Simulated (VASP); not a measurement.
# SnSe2 (Fm-3m) in VASP: settings compared, part 2 of 2

VASP 6.6.1.

**3. Single point, PBE-based screened hybrid with 30 % exact exchange**

Input file POSCAR:

```
SnSe2
1.0
    0.0000000000      3.4068553633      3.4068553633
    3.4068553633      0.0000000000      3.4068553633
    3.4068553633      3.4068553633      0.0000000000
Sn Se
1 2
Direct
    0.0000000000      0.0000000000      0.0000000000
    0.2500000000      0.2500000000      0.2500000000
    0.7500000000      0.7500000000      0.7500000000
```

Input file INCAR.step1:

```
SYSTEM = SnSe2
  PREC = Accurate
  ENCUT = 520
  EDIFF = 1E-5
  ISMEAR = -1
  SIGMA = 0.02
  LREAL = .FALSE.
  LASPH = .TRUE.
  NELM = 80
  ALGO = Normal
  ISIF = 2
  LWAVE = .TRUE.
  LCHARG = .FALSE.
  GGA = PE
  NBANDS = 20
```

Input file INCAR.step2:

```
SYSTEM = SnSe2
  PREC = Accurate
  ENCUT = 520
  EDIFF = 1E-6
  ISMEAR = -1
  SIGMA = 0.02
  LREAL = .FALSE.
  LASPH = .TRUE.
  NELM = 80
  ALGO = Normal
  ISIF = 2
  LWAVE = .FALSE.
  LCHARG = .FALSE.
  GGA = PE
  LHFCALC = .TRUE.
  AEXX = 0.3
  HFSCREEN = 0.3
  PRECFOCK = Normal
  ISTART = 1
  NBANDS = 20
```

Input file KPOINTS:

```
regular mesh
0
G
  4 4 4
  0 0 0
```

Potentials or basis: VASP PAW PBE potentials, release 64 (Sn_d, Se).

The run is started by

```console
> cat potpaw_PBE.64/Sn_d/POTCAR potpaw_PBE.64/Se/POTCAR > POTCAR
> cp INCAR.step1 INCAR
> mpirun -np 1 vasp_std > vasp.out
> cp INCAR.step2 INCAR
> mpirun -np 1 vasp_std > vasp.out
```

OUTCAR:

```text
SYSTEM = SnSe2
   PREC = Accurate
   ENCUT = 520
   EDIFF = 1E-6
   ISMEAR = -1
   LREAL = .FALSE.
   LASPH = .TRUE.
   NELM = 80
   ISIF = 2
   GGA = PE
   LHFCALC = .TRUE.
   AEXX = 0.3
   HFSCREEN = 0.3
   PRECFOCK = Normal
   ISTART = 1

 ion  position               nearest neighbor table
   1  0.000  0.000  0.000-   3 2.95   3 2.95   3 2.95   2 2.95   3 2.95   2 2.95   2 2.95   2 2.95

   2  0.250  0.250  0.250-   1 2.95   1 2.95   1 2.95   1 2.95
   3  0.750  0.750  0.750-   1 2.95   1 2.95   1 2.95   1 2.95

  LATTYP: Found a face centered cubic cell.
 ALAT       =     6.8137107266

  Lattice vectors:

 A1 = (   0.0000000000,   3.4068553633,   3.4068553633)
 A2 = (   3.4068553633,   0.0000000000,   3.4068553633)
 A3 = (   3.4068553633,   3.4068553633,   0.0000000000)

Analysis of symmetry for initial positions (statically):
=====================================================================
 Subroutine PRICEL returns:
 Original cell was already a primitive cell.

 Routine SETGRP: Setting up the symmetry group for a
 face centered cubic supercell.

 Subroutine GETGRP returns: Found 48 space group operations
 (whereof 48 operations were pure point group operations)
 out of a pool of 48 trial point group operations.

The static configuration has the point symmetry O_h .

Analysis of symmetry for dynamics (positions and initial velocities):
=====================================================================
 Subroutine PRICEL returns:
 Original cell was already a primitive cell.

 Routine SETGRP: Setting up the symmetry group for a
 face centered cubic supercell.
[... 107 lines left out ...]
   IALGO  =     38    algorithm
   IMIX   =      1    mixing-type and parameters
     AMIX     =   0.40;   BMIX     =  1.00
     AMIX_MAG =   1.60;   BMIX_MAG =  1.00
  volume/ion in A,a.u.               =      26.36       177.90
  Fermi-wavevector in a.u.,A,eV,Ry     =   1.129888  2.135180 17.369851  1.276648
  Thomas-Fermi vector in A             =   2.266583
   LORBIT       =      0    0 simple, 1 ext, 2 COOP (PROOUT), +10 PAW based schemes
   GGA     = PE    functional components
   LHFCALC =     T    Hartree Fock is set to
   PRECFOCK=normal    Normal, Fast or Accurate (Low or Medium for compatibility)
   ENCUT4O =  -1.0   cutoff for four orbital integrals eV
   NKREDX  =     1    reduce k-point grid by
   NKREDY  =     1    reduce k-point grid by
   NKREDZ  =     1    reduce k-point grid by
   AEXX    =    0.3000 exact exchange contribution
   HFSCREEN=    0.3000 screening length (either q_TF or 0.3 A-1)
   HFSCREENC=   0.3000 screening length for correlation (either q_TF or 0.3 A-1)
   ENCUTFOCK=  -1.0 apply spherical cutoff to Coloumb kernel
   IVDW    =     0    specifies the selected vdW correction
   LEPSILON=     F    determine dielectric tensor
   LRPA    =     F    only Hartree local field effects (RPA)
 non-spin polarized calculation
  energy-cutoff  :      520.00
  volume of cell :       79.08
 maximum number of plane-waves:      2148
  NGX = 28; NGY = 28; NGZ = 28

 number of electron      26.0000002 magnetization

 Free energy of the ion-electron system (eV)
  ---------------------------------------------------
  ext. energy  EPLUGINS =         0.00000000
  ---------------------------------------------------
  free energy    TOTEN  =       -12.63460216 eV

  energy without entropy =      -12.62615765  energy(sigma->0) =      -12.63037991

 E-fermi :   4.4124     XC(G=0):  -7.7183

 val. band max:        4.2202049017   @ k =  -0.2500   0.5000   0.2500
 cond. band min:       4.4412211250   @ k =   0.5000   0.5000   0.0000
 fundamental gap:      0.2210162233
 Fermi energy:         4.4123854366

 k-point     1 :       0.0000    0.0000    0.0000
  band No.  band energies     occupation
      1     -19.8646      2.00000
      2     -19.8646      2.00000
      3     -19.8646      2.00000
      4     -19.8388      2.00000
      5     -19.8388      2.00000
      6     -11.4041      2.00000
[... 173 lines left out ...]
     19      13.9822      0.00000
     20      13.9822      0.00000

------------------------ aborting loop because EDIFF is reached ----------------------------------------

  FORCE on cell =-STRESS in cart. coord.  units (eV):
  Direction    XX          YY          ZZ          XY          YZ          ZX
  --------------------------------------------------------------------------------------
  -------------------------------------------------------------------------------------
  Total       -0.6612644     -0.6612644     -0.6612644      0.0000000      0.0000000      0.0000000
  in kB      -13.3966008    -13.3966008    -13.3966008      0.0000000      0.0000000      0.0000000
  external PRESSURE =     -13.3966008 kB  Pullay stress =       0.0000000 kB

 VOLUME and BASIS-vectors are now :
 -----------------------------------------------------------------------------
  energy-cutoff  :      520.00
  volume of cell :       79.08
      direct lattice vectors                 reciprocal lattice vectors
     0.000000000  3.406855363  3.406855363    -0.146762908  0.146762908  0.146762908
     3.406855363  0.000000000  3.406855363     0.146762908 -0.146762908  0.146762908
     3.406855363  3.406855363  0.000000000     0.146762908  0.146762908 -0.146762908

 POSITION                                       TOTAL-FORCE (eV/Angst)
 -----------------------------------------------------------------------------------
      0.00000      0.00000      0.00000         0.000000     -0.000000      0.000000
      1.70343      1.70343      1.70343         0.000000     -0.000000     -0.000000
      5.11028      5.11028      5.11028        -0.000000      0.000000      0.000000
 -----------------------------------------------------------------------------------
    total drift:                               -0.000001     -0.000001     -0.000002

  FREE ENERGIE OF THE ION-ELECTRON SYSTEM (eV)
  ---------------------------------------------------
  free  energy   TOTEN  =       -12.6346021611 eV

  energy  without entropy=      -12.6261576494  energy(sigma->0) =      -12.63037991
```

It took 37 min on 1 thread of AMD EPYC 7R43 (Zen 3), shared host; peak memory 0.29 GiB.

What came out:

```
Free energy            : -12.6346 eV
Pressure               : -1.3 GPa
Band gap on the k mesh : zero (bands 13 and 14 overlap by 2.09 eV)
```

Levels at points of the mesh, in eV from the Fermi level:
| k point | band 10 | band 11 | band 12 | band 13 | band 14 | band 15 | band 16 | band 17 |
| --- | --- | --- | --- | --- | --- | --- | --- | --- |
| (0.00, 0.00, 0.00) | -3.39 | -3.39 | -1.82 | -1.82 | -1.82 | 2.30 | 2.30 | 2.30 |
| (0.50, 0.00, 0.00) | -3.73 | -3.35 | -2.49 | -2.49 | 1.29 | 4.57 | 4.57 | 6.24 |
| (0.50, 0.50, 0.00) | -5.36 | -1.25 | 0.03 | 0.03 | 0.62 | 3.02 | 5.99 | 5.99 |

Caveat: the k points lie up to 0.40 Å⁻¹ apart, too coarse for converged energies and pressures of a metal; the structure was generated, so it needn't be the stable form of SnSe2; the PAW data sets were made with another functional, which shifts forces and pressure a little; spin-orbit coupling is left out, which moves the levels of the heavy elements.

The gap in the log of VASP goes by the Fermi energy; the results here count the filled bands.